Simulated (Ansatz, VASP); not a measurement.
## Si: VASP beside Ansatz

File INCAR:

```
PREC = Accurate
ENCUT = 520
EDIFF = 1E-7
ISMEAR = 0
SIGMA = 0.15
LREAL = False
LASPH = True
NELM = 60
ALGO = Normal
ISIF = 2
LWAVE = False
LCHARG = True
LELF = True
LVHAR = True
NBANDS = 11
```

KPOINTS

```
regular mesh
0
Gamma
  20 20 20
```

Contents of POSCAR:

```
Si
1.0
   -2.3713723045      2.3713723045      1.3093264091
    2.3713723045     -2.3713723045      1.3093264091
    2.3713723045      2.3713723045     -1.3093264091
Si
2
Direct
    0.2500000000      0.7500000000      0.5000000000
    0.5000000000      0.5000000000      0.0000000000
```

Input for Ansatz:

```yaml
crystal:
  lattice:
    - [-2.3713723045, 2.3713723045, 1.3093264091]
    - [2.3713723045, -2.3713723045, 1.3093264091]
    - [2.3713723045, 2.3713723045, -1.3093264091]
  atoms:
    - { symbol: Si, position: [0.25, 0.75, 0.5] }
    - { symbol: Si, position: [0.5, 0.5, 0.0] }
basis:
  ecutwfc: 420
kpoints:
  mp_grid: { grid: [20, 20, 20] }
hamiltonian:
  xc: lda
scf:
  occupations: { method: gaussian, width: 0.15 }
output:
  forces: true
  stress: true
  eigenvalues: true
```

Change from the starting cell: strain +0.000 along x and y, -0.015 along z, atoms carried along.

Alike in both runs: task single point; functional LDA; k mesh 20 × 20 × 20; occupations gaussian, width 0.15 eV; no spin polarisation.

```csv
,VASP,Ansatz
version,VASP 6.6.1,Ansatz 0.2.0
potentials or method,"VASP PAW LDA potentials, release 64 (Si), cutoff 520 eV","scalar-relativistic, plane waves, PAW"
valence electrons in the cell,8,8
```

|  | VASP | Ansatz | Ansatz less VASP |
| --- | --- | --- | --- |
| gap on the k mesh at the Fermi level (eV) | none | none | - |
| pressure (GPa) | 0.8 | 0.7 | -0.09 |
| traceless stress, the component that is largest in VASP (GPa) | -0.28 | -0.27 | +0.002 |

LDA's correlation is that of Perdew and Zunger in VASP and of Perdew and Wang (1992) in Ansatz. A gap of «none» marks a metal or a gap that the smearing closes.
